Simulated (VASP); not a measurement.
The system is Nb.

```
Nb
1.0
     2.70848    0.00000    0.00000
     0.00000    2.70848    0.00000
     0.00000    0.00000    2.70848
Nb
1
Direct
  0.00000 0.00000 0.00000
```

Base run:

```yaml
Program: VASP 6.6.1
Functional: r2SCAN
Potentials_or_basis: VASP PAW PBE potentials, release 64 (Nb_sv)
Cutoff: 520 eV
k_mesh: 19 × 19 × 19
Occupations: fermi-dirac, width 0.05 eV
Spin: collinear spin, ferromagnetic start
Starting_moments: "[1.0] μB"
```

Its results: pressure -0.2 GPa; net moment 0.00 μB per cell.

The run is repeated on the same cell with these changes: k mesh from 19 × 19 × 19 to 13 × 13 × 13; further incar settings from ALGO = Normal; EDIFF = 1e-06; NBANDS = 16 to ALGO = Normal; EDIFF = 1e-07; NBANDS = 16. What comes out?

Pressure -0.7 GPa; net moment 0.00 μB per cell.

Caveats: the PAW data sets were made with another functional, which shifts forces and pressure a little.
